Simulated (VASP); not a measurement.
# NiSb (Fm-3m) in VASP: notebook

Aim: see how the results for NiSb move with the level of theory and the settings. Levels: PBE, PBEsol. Tasks: single point.

Everything below comes from runs of VASP 6.6.1. Logs are shortened: lines on timing, memory, paths and dates and some standing lists are left out, and cuts for length are marked.

## (1) The cell of the first run

Symmetry: Fm-3m, No. 225, cubic system. The conventional cell has a = 5.267 Å, b = 5.267 Å, c = 5.267 Å, α = 90.00°, β = 90.00°, γ = 90.00°. Within 3.5 Å of Ni (site symmetry m-3m) lie 6 Sb at 2.63 Å. Within 3.5 Å of Sb (site symmetry m-3m) lie 6 Ni at 2.63 Å.

## (2) Single point, PBE, collinear spin, ferromagnetic start

The input, INCAR:

```
SYSTEM = NiSb
PREC = Accurate
ENCUT = 520
EDIFF = 1E-6
ISMEAR = 0
SIGMA = 0.05
LREAL = .False.
LASPH = .True.
NELM = 150
ALGO = Fast
ISIF = 2
LWAVE = .False.
LCHARG = .False.
ISPIN = 2
MAGMOM = 0.5 0
LORBIT = 11
LMAXMIX = 4
GGA = PE
NBANDS = 18
```

The input, KPOINTS:

```
Automatic mesh
0
Gamma
  12 12 12
  0 0 0
```

The input, POSCAR:

```
NiSb
1.0
    0.0000000000      2.6337378275      2.6337378275
    2.6337378275      0.0000000000      2.6337378275
    2.6337378275      2.6337378275      0.0000000000
Ni Sb
1 1
Direct
    0.5000000000      0.5000000000      0.5000000000
    0.0000000000      0.0000000000      0.0000000000
```

Potentials or basis: VASP PAW PBE potentials, release 64 (Ni, Sb).

Command:

```console
> cat potpaw_PBE.64/Ni/POTCAR potpaw_PBE.64/Sb/POTCAR > POTCAR
> mpirun -np 1 vasp_std > vasp.out
```

OUTCAR:

```text
SYSTEM = NiSb
   PREC = Accurate
   ENCUT = 520
   EDIFF = 1E-6
   ISMEAR = 0
   LREAL = .False.
   LASPH = .True.
   NELM = 150
   ISIF = 2
   ISPIN = 2
   LORBIT = 11
   GGA = PE

 ion  position               nearest neighbor table
   1  0.500  0.500  0.500-   2 2.63   2 2.63   2 2.63   2 2.63   2 2.63   2 2.63
   2  0.000  0.000  0.000-   1 2.63   1 2.63   1 2.63   1 2.63   1 2.63   1 2.63

  LATTYP: Found a face centered cubic cell.
 ALAT       =     5.2674756550

  Lattice vectors:

 A1 = (   0.0000000000,   2.6337378275,   2.6337378275)
 A2 = (   2.6337378275,   0.0000000000,   2.6337378275)
 A3 = (   2.6337378275,   2.6337378275,   0.0000000000)

Analysis of symmetry for initial positions (statically):
=====================================================================
 Subroutine PRICEL returns:
 Original cell was already a primitive cell.

 Routine SETGRP: Setting up the symmetry group for a
 face centered cubic supercell.

 Subroutine GETGRP returns: Found 48 space group operations
 (whereof 48 operations were pure point group operations)
 out of a pool of 48 trial point group operations.

The static configuration has the point symmetry O_h .

Analysis of symmetry for dynamics (positions and initial velocities):
=====================================================================
 Subroutine PRICEL returns:
 Original cell was already a primitive cell.

 Routine SETGRP: Setting up the symmetry group for a
 face centered cubic supercell.

 Subroutine GETGRP returns: Found 48 space group operations
 (whereof 48 operations were pure point group operations)
 out of a pool of 48 trial point group operations.

The dynamic configuration has the point symmetry O_h .

Analysis of structural, dynamic, and magnetic symmetry:
=====================================================================
 Subroutine PRICEL returns:
 Original cell was already a primitive cell.

 Routine SETGRP: Setting up the symmetry group for a
 face centered cubic supercell.

 Subroutine GETGRP returns: Found 48 space group operations
 (whereof 48 operations were pure point group operations)
 out of a pool of 48 trial point group operations.

The overall configuration has the point symmetry O_h .

 Subroutine INISYM returns: Found 48 space group operations
 (whereof 48 operations are pure point group operations),
 and found     1 'primitive' translations

----------------------------------------------------------------------------------------

                                     Primitive cell

  volume of cell :      36.5382

  direct lattice vectors                    reciprocal lattice vectors
     0.000000000  2.633737828  2.633737828    -0.189844257  0.189844257  0.189844257
     2.633737828  0.000000000  2.633737828     0.189844257 -0.189844257  0.189844257
     2.633737828  2.633737828  0.000000000     0.189844257  0.189844257 -0.189844257

  length of vectors
     3.724667755  3.724667755  3.724667755     0.328819898  0.328819898  0.328819898

  position of ions in fractional coordinates (direct lattice)
     0.500000000  0.500000000  0.500000000
     0.000000000  0.000000000  0.000000000

  ion indices of the primitive-cell ions
   primitive index   ion index
                 1           1
                 2           2

----------------------------------------------------------------------------------------

 KPOINTS: Automatic mesh

Automatic generation of k-mesh.
 Grid dimensions read from file:
 generate k-points for:   12   12   12

 Generating k-lattice:

  Cartesian coordinates                     Fractional coordinates (reciprocal lattice)
    -0.015820355  0.015820355  0.015820355     0.083333333  0.000000000  0.000000000
     0.015820355 -0.015820355  0.015820355     0.000000000  0.083333333  0.000000000
     0.015820355  0.015820355 -0.015820355     0.000000000  0.000000000  0.083333333

  Length of vectors
     0.027401658  0.027401658  0.027401658

  Shift w.r.t. Gamma in fractional coordinates (k-lattice)
     0.000000000  0.000000000  0.000000000

 Subroutine IBZKPT returns following result:
 ===========================================

 Found     72 irreducible k-points:

 Following reciprocal coordinates:
            Coordinates               Weight
  0.000000  0.000000  0.000000      1.000000
  0.083333  0.000000  0.000000      8.000000
  0.166667  0.000000  0.000000      8.000000
  0.250000  0.000000  0.000000      8.000000
  0.333333  0.000000  0.000000      8.000000
  0.416667  0.000000  0.000000      8.000000
[... 16 lines left out ...]
  0.500000  0.166667  0.000000     24.000000
 -0.416667  0.166667  0.000000     24.000000
 [... further k-points ...]
   k-points           NKPTS =     72   k-points in BZ     NKDIM =     72   number of bands    NBANDS=     18
   number of dos      NEDOS =    301   number of ions     NIONS =      2
   total plane-waves  NPLWV =  21952
   dimension x,y,z NGX =    28 NGY =   28 NGZ =   28
   dimension x,y,z NGXF=    56 NGYF=   56 NGZF=   56
   ions per type =               1   1
   NGX,Y,Z   is equivalent  to a cutoff of  12.50, 12.50, 12.50 a.u.
   NGXF,Y,Z  is equivalent  to a cutoff of  24.99, 24.99, 24.99 a.u.
 SYSTEM =  NiSb
   PREC   = accura    normal or accurate (medium, high low for compatibility)
   ISTART =      0    job   : 0-new  1-cont  2-samecut
   ICHARG =      2    charge: 1-file 2-atom 10-const
   ISPIN  =      2    spin polarized calculation?
   LNONCOLLINEAR =      F non collinear calculations
   LSORBIT =      F    spin-orbit coupling
   LASPH  =      T    aspherical Exc in radial PAW
   ENCUT  =  520.0 eV  38.22 Ry    6.18 a.u.   6.93  6.93  6.93*2*pi/ulx,y,z
   NELM   =    150;   NELMIN=  2; NELMDL= -5     # of ELM steps
   EDIFF  = 0.1E-05   stopping-criterion for ELM
   LREAL  =      F    real-space projection
[... 7 lines left out ...]
   TEBEG  =    0.0;   TEEND  =   0.0 temperature during run
   PSTRESS=    0.0 pullay stress
   NELECT =      15.0000    total number of electrons
   NUPDOWN=      -1.0000    fix difference up-down
   EMIN   =  10.00;   EMAX   =-10.00  energy-range for DOS
   EFERMI =   0.00;   METHOD = LEGACY
   ISMEAR =     0;   SIGMA  =   0.05  broadening in eV -4-tet -1-fermi 0-gaus
   EFERMI_NEDOS =   21; number of points for ismear=-14 and -15
   IALGO  =     68    algorithm
   IMIX   =      4    mixing-type and parameters
     AMIX     =   0.40;   BMIX     =  1.00
     AMIX_MAG =   1.60;   BMIX_MAG =  1.00
  volume/ion in A,a.u.               =      18.27       123.29
  Fermi-wavevector in a.u.,A,eV,Ry     =   1.216716  2.299261 20.142050  1.480399
  Thomas-Fermi vector in A             =   2.352061
   LORBIT       =     11    0 simple, 1 ext, 2 COOP (PROOUT), +10 PAW based schemes
   GGA     = PE    functional components
   LHFCALC =     F    Hartree Fock is set to
   AEXX    =    0.0000 exact exchange contribution
   IVDW    =     0    specifies the selected vdW correction
   LEPSILON=     F    determine dielectric tensor
   LRPA    =     F    only Hartree local field effects (RPA)
 spin polarized calculation
 RMM-DIIS sequential band-by-band and
 Gauss-broadening in eV      SIGMA  =   0.05
  energy-cutoff  :      520.00
  volume of cell :       36.54
 maximum number of plane-waves:      1004
   NGX = 13   NGY = 13   NGZ = 13

 number of electron      15.0000000 magnetization       0.0033615

 number of electron      15.0000000 magnetization      -0.0002481

 Free energy of the ion-electron system (eV)
  ---------------------------------------------------
  ext. energy  EPLUGINS =         0.00000000
  ---------------------------------------------------
  free energy    TOTEN  =        -9.61634021 eV

  energy without entropy =       -9.61463821  energy(sigma->0) =       -9.61548921

 E-fermi :   8.8838     XC(G=0): -11.2312

 val. band max:        8.8751633570   @ k =  -0.2500   0.2500   0.0833
 cond. band min:       8.9055326044   @ k =   0.5000   0.3333   0.0000
 fundamental gap:      0.0303692474
 Fermi energy:         8.8837511327

 spin component 1

 k-point     1 :       0.0000    0.0000    0.0000
  band No.  band energies     occupation
      1      -3.3100      1.00000
      2       7.1037      1.00000
      3       7.1037      1.00000
      4       7.1037      1.00000
      5       7.1502      1.00000
      6       7.1502      1.00000
[... 10 lines left out ...]
     17      19.7613      0.00000
     18      21.7962      0.00000
[... 463 lines left out ...]
 k-point    24 :      -0.4167    0.1667    0.0000
  band No.  band energies     occupation
      1      -0.3687      1.00000
      2       3.0751      1.00000
      3       5.7929      1.00000
      4       6.1407      1.00000
      5       7.4811      1.00000
      6       7.4918      1.00000
[... 10 lines left out ...]
     17      26.5460      0.00000
     18      27.2424      0.00000

 [... further k-points ...]

 spin component 2

 k-point     1 :       0.0000    0.0000    0.0000
  band No.  band energies     occupation
      1      -3.3099      1.00000
      2       7.1036      1.00000
      3       7.1036      1.00000
      4       7.1036      1.00000
      5       7.1499      1.00000
      6       7.1499      1.00000
[... 10 lines left out ...]
     17      19.7613      0.00000
     18      21.7962      0.00000
[... 463 lines left out ...]
 k-point    24 :      -0.4167    0.1667    0.0000
  band No.  band energies     occupation
      1      -0.3687      1.00000
      2       3.0751      1.00000
      3       5.7928      1.00000
      4       6.1405      1.00000
      5       7.4810      1.00000
      6       7.4917      1.00000
[... 10 lines left out ...]
     17      26.5460      0.00000
     18      27.2424      0.00000

 [... further k-points ...]

------------------------ aborting loop because EDIFF is reached ----------------------------------------

  FORCE on cell =-STRESS in cart. coord.  units (eV):
  Direction    XX          YY          ZZ          XY          YZ          ZX
  --------------------------------------------------------------------------------------
  -------------------------------------------------------------------------------------
  Total       -0.0336388     -0.0336388     -0.0336388     -0.0000000      0.0000000     -0.0000000
  in kB       -1.4750403     -1.4750403     -1.4750403     -0.0000000      0.0000000     -0.0000000
  external PRESSURE =      -1.4750403 kB  Pullay stress =       0.0000000 kB

 VOLUME and BASIS-vectors are now :
 -----------------------------------------------------------------------------
  energy-cutoff  :      520.00
  volume of cell :       36.54
      direct lattice vectors                 reciprocal lattice vectors
     0.000000000  2.633737828  2.633737828    -0.189844257  0.189844257  0.189844257
     2.633737828  0.000000000  2.633737828     0.189844257 -0.189844257  0.189844257
     2.633737828  2.633737828  0.000000000     0.189844257  0.189844257 -0.189844257

 POSITION                                       TOTAL-FORCE (eV/Angst)
 -----------------------------------------------------------------------------------
      2.63374      2.63374      2.63374         0.000000     -0.000000      0.000000
      0.00000      0.00000      0.00000        -0.000000      0.000000     -0.000000
 -----------------------------------------------------------------------------------
    total drift:                                0.000000      0.000000      0.000000

  FREE ENERGIE OF THE ION-ELECTRON SYSTEM (eV)
  ---------------------------------------------------
  free  energy   TOTEN  =        -9.6163402103 eV

  energy  without entropy=       -9.6146382133  energy(sigma->0) =       -9.61548921

 total charge

# of ion       s       p       d       tot
------------------------------------------
    1        0.469   0.354   8.456   9.280
    2        1.152   1.197   0.062   2.411
--------------------------------------------------
tot          1.622   1.551   8.518  11.691

 magnetization (x)

# of ion       s       p       d       tot
------------------------------------------
    1       -0.000  -0.000  -0.000  -0.000
    2       -0.000   0.000   0.000   0.000
--------------------------------------------------
tot         -0.000   0.000  -0.000  -0.000
```

Wall time 2.9 min (1 thread of Oxide Virtual Turin-like, shared host); peak memory 0.19 GiB.

Results:

- Free energy: -9.6163 eV
- Pressure: -0.1 GPa
- Net moment: 0.00 μB per cell
- Valence electrons inside the program's atomic spheres: Ni 9.28; Sb 2.41

Levels at points of the mesh, in eV from the Fermi level:
Spin up:
| k point | band 5 | band 6 | band 7 | band 8 | band 9 | band 10 |
| --- | --- | --- | --- | --- | --- | --- |
| (0.00, 0.00, 0.00) | -1.73 | -1.73 | 2.26 | 2.26 | 2.26 | 7.26 |
| (0.50, 0.00, 0.00) | -1.40 | -1.40 | -1.16 | 3.71 | 3.71 | 5.29 |
| (0.50, 0.50, 0.00) | -1.24 | -1.24 | -1.20 | -1.20 | -0.81 | 1.77 |
Spin down:
| k point | band 3 | band 4 | band 5 | band 6 | band 7 | band 8 | band 9 | band 10 | band 11 | band 12 |
| --- | --- | --- | --- | --- | --- | --- | --- | --- | --- | --- |
| (0.00, 0.00, 0.00) | -1.78 | -1.78 | -1.73 | -1.73 | 2.26 | 2.26 | 2.26 | 7.26 | 9.03 | 9.20 |
| (0.50, 0.00, 0.00) | -2.80 | -2.80 | -1.40 | -1.40 | -1.16 | 3.71 | 3.71 | 5.29 | 5.75 | 5.75 |
| (0.50, 0.50, 0.00) | -2.31 | -1.54 | -1.24 | -1.24 | -1.20 | -1.20 | -0.81 | 1.77 | 5.51 | 14.72 |

Caveat: spin-orbit coupling is left out, which moves the levels of the heavy elements.

(Part 1 of 2 ends here.)
